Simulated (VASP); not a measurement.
# Pb: single point with PBE

The system is Pb.

```
Pb
1.0
     3.55420    0.00000    0.00000
    -1.77710    3.07802    0.00000
     0.00000    0.00000    5.82793
Pb
2
Direct
  0.33333 0.66667 0.25000
  0.66667 0.33333 0.75000
```

```
Program                : VASP 6.6.1
Task                   : single point
Functional             : PBE
Potentials or basis    : VASP PAW PBE potentials, release 64 (Pb_d)
Cutoff                 : 520 eV
k mesh                 : 5 × 5 × 3
Occupations            : fermi-dirac, width 0.1 eV
Spin                   : no spin polarisation
Dipole correction      : no
Further INCAR settings : ALGO = Normal; EDIFF = 1e-07; NBANDS = 21
```

| Quantity | Value |
| --- | --- |
| Pressure | 0.5 GPa |
| Band gap on the k mesh | zero (band 14 reaches 12.07 eV, above the bottom of band 15 at 6.21 eV) |

Stress tensor (GPa, compression positive):
```
0.37 0.00 0.00
0.00 0.37 0.00
0.00 0.00 0.74
```

Levels at points of the mesh, in eV from the Fermi level:
| k point | band 12 | band 13 | band 14 | band 15 | band 16 | band 17 |
| --- | --- | --- | --- | --- | --- | --- |
| (0.00, 0.00, 0.00) | -7.77 | -3.63 | 5.68 | 5.68 | 7.33 | 7.33 |

It used 13 s of CPU time on 1 thread of Intel Xeon 6975P-C, on a shared host.

Caveat: the k points lie up to 0.41 Å⁻¹ apart; spin-orbit coupling is left out, which moves the levels of the heavy elements.
